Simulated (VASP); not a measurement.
## YN: single point with LDA

YN:

```
CELL_PARAMETERS angstrom
3.44856 0.00000 0.00000
1.72428 2.98654 0.00000
1.72428 0.99551 2.81574
ATOMIC_POSITIONS crystal
Y 0.00000 0.00000 0.00000
N 0.50000 0.50000 0.50000
```

| Item | Value |
| --- | --- |
| Program | VASP 6.6.1 |
| Task | single point |
| Functional | LDA |
| Potentials or basis | VASP PAW LDA potentials, release 64 (Y_sv, N) |
| Cutoff | 600 eV |
| k mesh | 6 × 6 × 6 |
| Occupations | gaussian, width 0.01 eV |
| Spin | no spin polarisation |

```json
{"Pressure": "-5.6 GPa", "Band gap on the k mesh": "0.06 eV, indirect (least direct gap 0.44 eV)"}
```

Levels at points of the mesh, in eV from the valence-band top:
| k point | band 4 | band 5 | band 6 | band 7 | band 8 | band 9 | band 10 | band 11 | band 12 | band 13 |
| --- | --- | --- | --- | --- | --- | --- | --- | --- | --- | --- |
| (0.00, 0.00, 0.00) | -20.29 | -12.72 | 0.00 | 0.00 | 0.00 | 3.04 | 3.04 | 3.04 | 4.20 | 5.08 |
| (0.50, 0.00, 0.00) | -20.38 | -10.85 | -4.16 | -2.30 | -2.30 | 5.67 | 6.35 | 6.35 | 6.71 | 10.24 |
| (0.50, 0.50, 0.00) | -20.64 | -12.26 | -1.48 | -0.38 | -0.38 | 0.06 | 6.86 | 7.31 | 7.93 | 7.93 |

Run time: 22 s on 1 thread of Intel Xeon 8259CL, on a shared host, peak memory 0.16 GiB.

A k mesh can miss the band edges.
